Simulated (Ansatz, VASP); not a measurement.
**Two plane-wave programs on CaHOs2**

```
Ca H Os
1.0
     3.61257    0.00000    0.00000
     0.00000    3.61257    0.00000
     0.00000    0.00000    5.02061
Ca H Os
1 1 2
Direct
  0.50000 0.50000 0.50000
  0.00000 0.00000 0.00000
  0.00000 0.00000 0.50000
  0.50000 0.50000 0.00000
```

Change from the starting cell: species swapped into the HfZrC2 type (P4/mmm, No. 123).

Alike in both runs: functional PBE; k mesh 6 × 6 × 4; occupations gaussian, width 0.1 eV; no spin polarisation.

Ansatz relaxed the structure, and its values are those at the end. VASP's run is a single point on that final structure, the one shown.

|  | VASP | Ansatz |
| --- | --- | --- |
| version | VASP 6.6.1 | Ansatz 0.2.0 |
| potentials or method | VASP PAW PBE potentials, release 64 (Ca_sv, H, Os), cutoff 520 eV | scalar-relativistic, plane waves, PAW |
| valence electrons in the cell | 27 | 43 |

|  | VASP | Ansatz | Ansatz less VASP |
| --- | --- | --- | --- |
| gap on the k mesh at the Fermi level (eV) | none | none | - |
| pressure (GPa) | 0.4 | 0.1 | -0.39 |

A gap of «none» marks a metal or a gap that the smearing closes. With one functional, cell and mesh, what is left measures potentials, basis and numerics. VASP's potentials hold 27 valence electrons a cell and Ansatz's 43, so a difference there can come from the potentials and not from the codes.

Spin-orbit coupling is off throughout.
